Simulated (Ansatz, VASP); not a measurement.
One calculation of Pt3Pb, two programs

```xyz
4
Lattice="3.9752 0.0000 0.0000 0.0000 3.9752 0.0000 0.0000 0.0000 3.9752" Properties=species:S:1:pos:R:3 pbc="T T T"
Pt    0.0000    1.9876    1.9876
Pt    1.9876    0.0000    1.9876
Pt    1.9876    1.9876    0.0000
Pb    0.0000    0.0000    0.0000
```

Change from the starting cell: volume scaled by 0.94.

Alike in both runs: task single point; functional LDA; k mesh 9 × 9 × 9; occupations fermi-dirac, width 0.03 eV; no spin polarisation.

```csv
,VASP,Ansatz
version,VASP 6.6.1,Ansatz 0.2.0
potentials or method,"VASP PAW LDA potentials, release 64 (Pt, Pb_d), cutoff 520 eV","all-electron LAPW, scalar-relativistic"
```

Ansatz gave:

```
pressure (GPa) : 12.1
```

Question: Estimate VASP's values.

Answer: Pressure (GPa): 13.1.

LDA's correlation is that of Perdew and Zunger in VASP and of Perdew and Wang (1992) in Ansatz. Ansatz ran all-electron here, and VASP with PAW potentials.

Spin-orbit coupling is off throughout.
